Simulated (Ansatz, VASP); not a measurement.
## Two plane-wave programs on Ru

```
CELL_PARAMETERS angstrom
2.68948 0.00000 0.00000
-1.34474 2.32916 0.00000
0.17008 0.00000 4.25194
ATOMIC_POSITIONS crystal
Ru 0.33386 0.66772 0.25000
Ru 0.66614 0.33228 0.75000
```

Change from the starting cell: shear of c along a, cell held, atoms relaxed: +4.0 %.

Alike in both runs: functional PBEsol; k mesh 24 × 24 × 12; occupations gaussian, width 0.1 eV; no spin polarisation.

Ansatz relaxed the structure, and its values are those at the end. VASP's run is a single point on that final structure, the one shown.

```csv
,VASP,Ansatz
version,VASP 6.6.1,Ansatz 0.2.0
potentials or method,"VASP PAW PBE potentials, release 64 (Ru_pv), cutoff 500 eV","scalar-relativistic, plane waves, PAW"
valence electrons in the cell,28,32
```

```tsv
	VASP	Ansatz	Ansatz less VASP
gap on the k mesh at the Fermi level (eV)	none	none	-
pressure (GPa)	0.4	0.4	0.00
```

VASP's potentials were made for PBE, not for PBEsol. A gap of «none» marks a metal or a gap that the smearing closes. VASP's potentials hold 28 valence electrons a cell and Ansatz's 32, so a difference there can come from the potentials and not from the codes. Ansatz's warnings: stress scf threshold loose.
